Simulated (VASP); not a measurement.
# NaSnS3 (Pm-3m) in VASP: single point with PBE

Aim: the single point of NaSnS3 with PBE.

Everything below comes from runs of VASP 6.6.1. Logs are shortened: lines on timing, memory, paths and dates and some standing lists are left out, and cuts for length are marked.

### Step 1. The cell of the first run

Symmetry: Pm-3m, No. 221, cubic system. Conventional cell: a = 4.701 Å, b = 4.701 Å, c = 4.701 Å, α = 90.00°, β = 90.00°, γ = 90.00°. Within 4.4 Å of Na (site symmetry m-3m) lie 12 S at 3.32 Å and 8 Sn at 4.07 Å. Within 3.1 Å of Sn (site symmetry m-3m) lie 6 S at 2.35 Å. Within 3.1 Å of S (site symmetry 4/mmm) lie 2 Sn at 2.35 Å.

### Step 2. Single point, PBE

Contents of INCAR:

```
SYSTEM = NaSnS3
  PREC = Accurate
  ENCUT = 520
  EDIFF = 1E-7
  ISMEAR = 0
  SIGMA = 0.1
  LREAL = .FALSE.
  LASPH = .TRUE.
  NELM = 100
  ALGO = Normal
  ISIF = 2
  LWAVE = .FALSE.
  LCHARG = .FALSE.
  GGA = PE
  NBANDS = 28
```

Contents of KPOINTS:

```
Automatic mesh
0
G
  4 4 4
  0 0 0
```

Contents of POSCAR:

```
NaSnS3
1.0
    4.7005606792      0.0000000000      0.0000000000
    0.0000000000      4.7005606792      0.0000000000
    0.0000000000      0.0000000000      4.7005606792
Na Sn S
1 1 3
Direct
    0.0000000000      0.0000000000      0.0000000000
    0.5000000000      0.5000000000      0.5000000000
    0.0000000000      0.5000000000      0.5000000000
    0.5000000000      0.0000000000      0.5000000000
    0.5000000000      0.5000000000      0.0000000000
```

Potentials or basis: VASP PAW PBE potentials, release 64 (Na_pv, Sn_d, S).

The run is started by

```
> cat potpaw_PBE.64/Na_pv/POTCAR potpaw_PBE.64/Sn_d/POTCAR potpaw_PBE.64/S/POTCAR > POTCAR
> mpirun -np 1 vasp_std > vasp.out
```

OUTCAR:

```text
SYSTEM = NaSnS3
   PREC = Accurate
   ENCUT = 520
   EDIFF = 1E-7
   ISMEAR = 0
   LREAL = .FALSE.
   LASPH = .TRUE.
   NELM = 100
   ISIF = 2
   GGA = PE

 ion  position               nearest neighbor table
   1  0.000  0.000  0.000-
   2  0.500  0.500  0.500-   3 2.35   4 2.35   5 2.35   5 2.35   4 2.35   3 2.35
   3  0.000  0.500  0.500-   2 2.35   2 2.35
   4  0.500  0.000  0.500-   2 2.35   2 2.35
   5  0.500  0.500  0.000-   2 2.35   2 2.35

  LATTYP: Found a simple cubic cell.
 ALAT       =     4.7005606792

  Lattice vectors:

 A1 = (   4.7005606792,   0.0000000000,   0.0000000000)
 A2 = (   0.0000000000,   4.7005606792,   0.0000000000)
 A3 = (   0.0000000000,   0.0000000000,   4.7005606792)

Analysis of symmetry for initial positions (statically):
=====================================================================
 Subroutine PRICEL returns:
 Original cell was already a primitive cell.

 Routine SETGRP: Setting up the symmetry group for a
 simple cubic supercell.

 Subroutine GETGRP returns: Found 48 space group operations
 (whereof 48 operations were pure point group operations)
 out of a pool of 48 trial point group operations.

The static configuration has the point symmetry O_h .

Analysis of symmetry for dynamics (positions and initial velocities):
=====================================================================
 Subroutine PRICEL returns:
 Original cell was already a primitive cell.

 Routine SETGRP: Setting up the symmetry group for a
 simple cubic supercell.

 Subroutine GETGRP returns: Found 48 space group operations
 (whereof 48 operations were pure point group operations)
 out of a pool of 48 trial point group operations.

The dynamic configuration has the point symmetry O_h .

 Subroutine INISYM returns: Found 48 space group operations
 (whereof 48 operations are pure point group operations),
 and found     1 'primitive' translations

----------------------------------------------------------------------------------------

                                     Primitive cell

  volume of cell :     103.8602

  direct lattice vectors                    reciprocal lattice vectors
     4.700560679  0.000000000  0.000000000     0.212740579  0.000000000  0.000000000
     0.000000000  4.700560679  0.000000000     0.000000000  0.212740579  0.000000000
     0.000000000  0.000000000  4.700560679     0.000000000  0.000000000  0.212740579

  length of vectors
     4.700560679  4.700560679  4.700560679     0.212740579  0.212740579  0.212740579

  position of ions in fractional coordinates (direct lattice)
     0.000000000  0.000000000  0.000000000
     0.500000000  0.500000000  0.500000000
     0.000000000  0.500000000  0.500000000
     0.500000000  0.000000000  0.500000000
     0.500000000  0.500000000  0.000000000

  ion indices of the primitive-cell ions
   primitive index   ion index
                 1           1
                 2           2
                 3           3
                 4           4
                 5           5

----------------------------------------------------------------------------------------

 KPOINTS: Automatic mesh

Automatic generation of k-mesh.
 Grid dimensions read from file:
 generate k-points for:    4    4    4

 Generating k-lattice:

  Cartesian coordinates                     Fractional coordinates (reciprocal lattice)
     0.053185145  0.000000000  0.000000000     0.250000000  0.000000000  0.000000000
     0.000000000  0.053185145  0.000000000     0.000000000  0.250000000  0.000000000
     0.000000000  0.000000000  0.053185145     0.000000000  0.000000000  0.250000000

  Length of vectors
     0.053185145  0.053185145  0.053185145

  Shift w.r.t. Gamma in fractional coordinates (k-lattice)
     0.000000000  0.000000000  0.000000000

 Subroutine IBZKPT returns following result:
 ===========================================

 Found     10 irreducible k-points:

 Following reciprocal coordinates:
            Coordinates               Weight
  0.000000  0.000000  0.000000      1.000000
  0.250000  0.000000  0.000000      6.000000
  0.500000  0.000000  0.000000      3.000000
  0.250000  0.250000  0.000000     12.000000
  0.500000  0.250000  0.000000     12.000000
  0.500000  0.500000  0.000000      3.000000
  0.250000  0.250000  0.250000      8.000000
  0.500000  0.250000  0.250000     12.000000
  0.500000  0.500000  0.250000      6.000000
  0.500000  0.500000  0.500000      1.000000
   k-points           NKPTS =     10   k-points in BZ     NKDIM =     10   number of bands    NBANDS=     28
   number of dos      NEDOS =    301   number of ions     NIONS =      5
   total plane-waves  NPLWV =  46656
   dimension x,y,z NGX =    36 NGY =   36 NGZ =   36
   dimension x,y,z NGXF=    72 NGYF=   72 NGZF=   72
   ions per type =               1   1   3
   NGX,Y,Z   is equivalent  to a cutoff of  12.73, 12.73, 12.73 a.u.
   NGXF,Y,Z  is equivalent  to a cutoff of  25.46, 25.46, 25.46 a.u.
 SYSTEM =  NaSnS3
   PREC   = accura    normal or accurate (medium, high low for compatibility)
   ISTART =      0    job   : 0-new  1-cont  2-samecut
   ICHARG =      2    charge: 1-file 2-atom 10-const
   ISPIN  =      1    spin polarized calculation?
   LNONCOLLINEAR =      F non collinear calculations
   LSORBIT =      F    spin-orbit coupling
   LASPH  =      T    aspherical Exc in radial PAW
   ENCUT  =  520.0 eV  38.22 Ry    6.18 a.u.   8.74  8.74  8.74*2*pi/ulx,y,z
   NELM   =    100;   NELMIN=  2; NELMDL= -5     # of ELM steps
   EDIFF  = 0.1E-06   stopping-criterion for ELM
   LREAL  =      F    real-space projection
   EDIFFG = 0.1E-05   stopping-criterion for IOM
   NSW    =      0    number of steps for IOM
   IBRION =     -1    ionic relax: 0-MD 1-quasi-New 2-CG
   NFREE  =      0    steps in history (QN), initial steepest desc. (CG)
   ISIF   =      2    stress and relaxation
   ISYM   =      2    0-nonsym 1-usesym 2-fastsym
   POTIM  = 0.5000    time-step for ionic-motion
   TEBEG  =    0.0;   TEEND  =   0.0 temperature during run
   PSTRESS=    0.0 pullay stress
   NELECT =      39.0000    total number of electrons
   NUPDOWN=      -1.0000    fix difference up-down
   EMIN   =  10.00;   EMAX   =-10.00  energy-range for DOS
   EFERMI =   0.00;   METHOD = LEGACY
   ISMEAR =     0;   SIGMA  =   0.10  broadening in eV -4-tet -1-fermi 0-gaus
   EFERMI_NEDOS =   21; number of points for ismear=-14 and -15
   IALGO  =     38    algorithm
   IMIX   =      4    mixing-type and parameters
     AMIX     =   0.40;   BMIX     =  1.00
     AMIX_MAG =   1.60;   BMIX_MAG =  1.00
  volume/ion in A,a.u.               =      20.77       140.18
  Fermi-wavevector in a.u.,A,eV,Ry     =   1.181082  2.231921 18.979510  1.394955
  Thomas-Fermi vector in A             =   2.317362
   LORBIT       =      0    0 simple, 1 ext, 2 COOP (PROOUT), +10 PAW based schemes
   GGA     = PE    functional components
   LHFCALC =     F    Hartree Fock is set to
   AEXX    =    0.0000 exact exchange contribution
   IVDW    =     0    specifies the selected vdW correction
   LEPSILON=     F    determine dielectric tensor
   LRPA    =     F    only Hartree local field effects (RPA)
 non-spin polarized calculation
 Gauss-broadening in eV      SIGMA  =   0.10
  energy-cutoff  :      520.00
  volume of cell :      103.86
 maximum number of plane-waves:      2826
 NGX is ok and might be reduce to    36
   NGX = 17   NGY = 17   NGZ = 17

 number of electron      39.0000008 magnetization

 Free energy of the ion-electron system (eV)
  ---------------------------------------------------
  ext. energy  EPLUGINS =         0.00000000
  ---------------------------------------------------
  free energy    TOTEN  =       -16.91364455 eV

  energy without entropy =      -16.88040125  energy(sigma->0) =      -16.89702290

 E-fermi :   4.3683     XC(G=0):  -9.4264

 val. band max:        4.3307290299   @ k =   0.5000   0.2500   0.0000
 cond. band min:       4.5122776151   @ k =   0.2500   0.0000   0.0000
 fundamental gap:      0.1815485852
 Fermi energy:         4.3683098172

 k-point     1 :       0.0000    0.0000    0.0000
  band No.  band energies     occupation
      1     -18.8403      2.00000
      2     -18.8403      2.00000
      3     -18.8403      2.00000
      4     -17.4082      2.00000
      5     -17.4082      2.00000
      6     -17.1041      2.00000
[... 20 lines left out ...]
     27      11.0178      0.00000
     28      15.5634      0.00000

 k-point     2 :       0.2500    0.0000    0.0000
  band No.  band energies     occupation
      1     -18.8413      2.00000
      2     -18.8402      2.00000
      3     -18.8402      2.00000
      4     -17.4080      2.00000
      5     -17.3848      2.00000
      6     -17.1056      2.00000
[... 20 lines left out ...]
     27      12.1309      0.00000
     28      13.5944      0.00000

 k-point     3 :       0.5000    0.0000    0.0000
  band No.  band energies     occupation
      1     -18.8423      2.00000
      2     -18.8401      2.00000
      3     -18.8401      2.00000
      4     -17.4078      2.00000
      5     -17.3612      2.00000
      6     -17.1072      2.00000
[... 20 lines left out ...]
     27      12.4975      0.00000
     28      13.6731      0.00000

 k-point     4 :       0.2500    0.2500    0.0000
  band No.  band energies     occupation
      1     -18.8412      2.00000
      2     -18.8411      2.00000
      3     -18.8401      2.00000
      4     -17.3964      2.00000
      5     -17.3725      2.00000
      6     -17.1073      2.00000
[... 144 lines left out ...]
     27      13.1432      0.00000
     28      13.4156      0.00000

 k-point     9 :       0.5000    0.5000    0.2500
  band No.  band energies     occupation
      1     -18.8417      2.00000
      2     -18.8417      2.00000
      3     -18.8407      2.00000
      4     -17.3603      2.00000
      5     -17.3355      2.00000
      6     -17.1105      2.00000
[... 20 lines left out ...]
     27      12.4906      0.00000
     28      13.3607      0.00000

 k-point    10 :       0.5000    0.5000    0.5000
  band No.  band energies     occupation
      1     -18.8416      2.00000
      2     -18.8416      2.00000
      3     -18.8416      2.00000
      4     -17.3355      2.00000
      5     -17.3355      2.00000
      6     -17.1104      2.00000
[... 20 lines left out ...]
     27      13.3438      0.00000
     28      13.3439      0.00000

------------------------ aborting loop because EDIFF is reached ----------------------------------------

  FORCE on cell =-STRESS in cart. coord.  units (eV):
  Direction    XX          YY          ZZ          XY          YZ          ZX
  --------------------------------------------------------------------------------------
  -------------------------------------------------------------------------------------
  Total       11.3290937     11.3290937     11.3290937     -0.0000000     -0.0000000      0.0000000
  in kB      174.7659262    174.7659262    174.7659262     -0.0000000     -0.0000000      0.0000000
  external PRESSURE =     174.7659262 kB  Pullay stress =       0.0000000 kB

 VOLUME and BASIS-vectors are now :
 -----------------------------------------------------------------------------
  energy-cutoff  :      520.00
  volume of cell :      103.86
      direct lattice vectors                 reciprocal lattice vectors
     4.700560679  0.000000000  0.000000000     0.212740579  0.000000000  0.000000000
     0.000000000  4.700560679  0.000000000     0.000000000  0.212740579  0.000000000
     0.000000000  0.000000000  4.700560679     0.000000000  0.000000000  0.212740579

 POSITION                                       TOTAL-FORCE (eV/Angst)
 -----------------------------------------------------------------------------------
      0.00000      0.00000      0.00000         0.000000      0.000000      0.000000
      2.35028      2.35028      2.35028         0.000000      0.000000      0.000000
      0.00000      2.35028      2.35028         0.000000      0.000000      0.000000
      2.35028      0.00000      2.35028         0.000000      0.000000      0.000000
      2.35028      2.35028      0.00000         0.000000      0.000000      0.000000
 -----------------------------------------------------------------------------------
    total drift:                                0.000000      0.000000      0.000000

  FREE ENERGIE OF THE ION-ELECTRON SYSTEM (eV)
  ---------------------------------------------------
  free  energy   TOTEN  =       -16.9136445471 eV

  energy  without entropy=      -16.8804012510  energy(sigma->0) =      -16.89702290
```

Run time: 19 s. Hardware: 1 thread of Intel Xeon Platinum 8488C (Sapphire Rapids), shared host; peak memory 0.2 GiB.

What came out:

| Item | Value |
| --- | --- |
| Free energy | -16.9136 eV |
| Pressure | 17.5 GPa |
| Band gap on the k mesh | zero (an odd number of electrons rules out a gap without spin polarisation) |

Caveat: the cell stands under pressure; spin-orbit coupling is left out, which moves the levels of the heavy elements; an odd number of electrons without spin polarisation forces a metal; a magnetic or distorted state may lie lower.

The gap in the log of VASP goes by the Fermi energy; the results here count the filled bands.